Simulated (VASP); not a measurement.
Input of a VASP 6.6.1 run:

File INCAR:

```
SYSTEM = BiTe
PREC = Accurate
ENCUT = 520
EDIFF = 1E-8
ISMEAR = -1
SIGMA = 0.08
LREAL = .FALSE.
LASPH = .TRUE.
NELM = 60
ALGO = Normal
ISIF = 2
LWAVE = .FALSE.
LCHARG = .FALSE.
LEFG = .TRUE.
NBANDS = 18
```

KPOINTS

```
Automatic mesh
0
G
  10 10 10
  0 0 0
```

Contents of POSCAR:

```
BiTe
1.0
    0.0000000000      3.2241805212      3.2241805212
    3.2241805212      0.0000000000      3.2241805212
    3.2241805212      3.2241805212      0.0000000000
Bi Te
1 1
Direct
    0.0000000000      0.0000000000      0.0000000000
    0.5000000000      0.5000000000      0.5000000000
```

Potentials or basis: VASP PAW LDA potentials, release 64 (Bi_d, Te).

Run with:

```bash
$ cat potpaw_LDA.64/Bi_d/POTCAR potpaw_LDA.64/Te/POTCAR > POTCAR
$ mpirun -np 1 vasp_std > vasp.out
```

(1) What does it give for the pressure?

(2) Predict the band gap on the k mesh.

Answers

(1) -2.3 GPa.

(2) zero (an odd number of electrons rules out a gap without spin polarisation).

Caveat: spin-orbit coupling is left out, which moves the levels of the heavy elements.
